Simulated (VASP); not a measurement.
Set up this calculation in VASP 6.6.1, as the native input.

```yaml
Task: single point
Functional: HSE06
Potentials_or_basis: VASP PAW PBE potentials, release 64 (Ga_d, As)
Cutoff: 520 eV
k_mesh: 6 × 6 × 6
Occupations: gaussian, width 0.01 eV
Spin: no spin polarisation
Dipole_correction: no
Grid_for_exact_exchange_PRECFOCK: Normal
Further_INCAR_settings: ALGO = Normal; EDIFF = 1e-06; NBANDS = 16
Share_of_exact_exchange: 0.25
Screening_parameter: 0.2079 1/Å
```

The system is GaAs.

```
CELL_PARAMETERS angstrom
0.00000 2.83308 2.83308
2.83308 0.00000 2.83308
2.83308 2.83308 0.00000
ATOMIC_POSITIONS crystal
Ga 0.00000 0.00000 0.00000
As 0.25000 0.25000 0.25000
```

These files were run (other wordings do the same):

POSCAR

```
GaAs
1.0
    0.0000000000      2.8330831919      2.8330831919
    2.8330831919      0.0000000000      2.8330831919
    2.8330831919      2.8330831919      0.0000000000
Ga As
1 1
Direct
    0.0000000000      0.0000000000      0.0000000000
    0.2500000000      0.2500000000      0.2500000000
```

INCAR.step1

```
SYSTEM = GaAs
  PREC = Accurate
  ENCUT = 520
  EDIFF = 1E-5
  ISMEAR = 0
  SIGMA = 0.01
  LREAL = .False.
  LASPH = .True.
  NELM = 80
  ALGO = Normal
  ISIF = 2
  LWAVE = .True.
  LCHARG = .False.
  GGA = PE
  NBANDS = 16
```

INCAR.step2

```
SYSTEM = GaAs
  PREC = Accurate
  ENCUT = 520
  EDIFF = 1E-6
  ISMEAR = 0
  SIGMA = 0.01
  LREAL = .False.
  LASPH = .True.
  NELM = 80
  ALGO = Normal
  ISIF = 2
  LWAVE = .False.
  LCHARG = .False.
  GGA = PE
  LHFCALC = .True.
  HFSCREEN = 0.2079
  PRECFOCK = Normal
  ISTART = 1
  NBANDS = 16
```

KPOINTS

```
Automatic mesh
0
Gamma
  6 6 6
  0 0 0
```

Potentials or basis: VASP PAW PBE potentials, release 64 (Ga_d, As).

Launch:

```bash
$ cat potpaw_PBE.64/Ga_d/POTCAR potpaw_PBE.64/As/POTCAR > POTCAR
$ cp INCAR.step1 INCAR
$ mpirun -np 1 vasp_std > vasp.out
$ cp INCAR.step2 INCAR
$ mpirun -np 1 vasp_std > vasp.out
```

It gave:

```yaml
Pressure: 0.5 GPa
Band_gap_on_the_k_mesh: 1.36 eV
```

Caveat: the PAW data sets were made with another functional, which shifts forces and pressure a little.

Wall time 42 min on 1 thread of Intel(R) Xeon(R) Platinum 8259CL CPU @ 2.50GHz (Skylake/Cascade Lake) (shared host), peak memory 0.3 GiB.
